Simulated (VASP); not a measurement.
CsPbCl3:

```
Pb Cs Cl
1.0
     5.60500    0.00000    0.00000
     0.00000    5.60500    0.00000
     0.00000    0.00000    5.60500
Pb Cs Cl
1 1 3
Direct
  0.50000 0.50000 0.50000
  0.00000 0.00000 0.00000
  0.50000 0.00000 0.50000
  0.00000 0.50000 0.50000
  0.50000 0.50000 0.00000
```

Program: VASP 6.6.1. Alike in all runs: task single point; potentials or basis VASP PAW PBE potentials, release 64 (Pb_d, Cs_sv, Cl); no spin polarisation; cell as given; cutoff (eV) 520.

Q: Order these runs on this cell by their band gap on the k mesh, lowest first.
A. level r2SCAN+D3(BJ); k mesh 5 × 5 × 5; smearing fermi-dirac 0.05 eV
B. level PBEsol; k mesh 3 × 3 × 3; smearing fermi-dirac 0.03 eV
C. level PBE; k mesh 4 × 4 × 4; smearing fermi-dirac 0.05 eV
D. level PBEsol; k mesh 5 × 5 × 5; smearing fermi-dirac 0.05 eV
E. level HSE06; k mesh 3 × 3 × 3; smearing fermi-dirac 0.05 eV; grid for exact exchange (PRECFOCK) Fast; screening parameter 0.2079 1/Å

A: C (1.94 eV), D (2.86 eV), A (3.32 eV), B (4.19 eV), E (5.06 eV).

Caveats: spin-orbit coupling is left out, which moves the levels of the heavy elements; three body term missing (some runs).

A k mesh can miss the band edges, odd and even meshes differently.
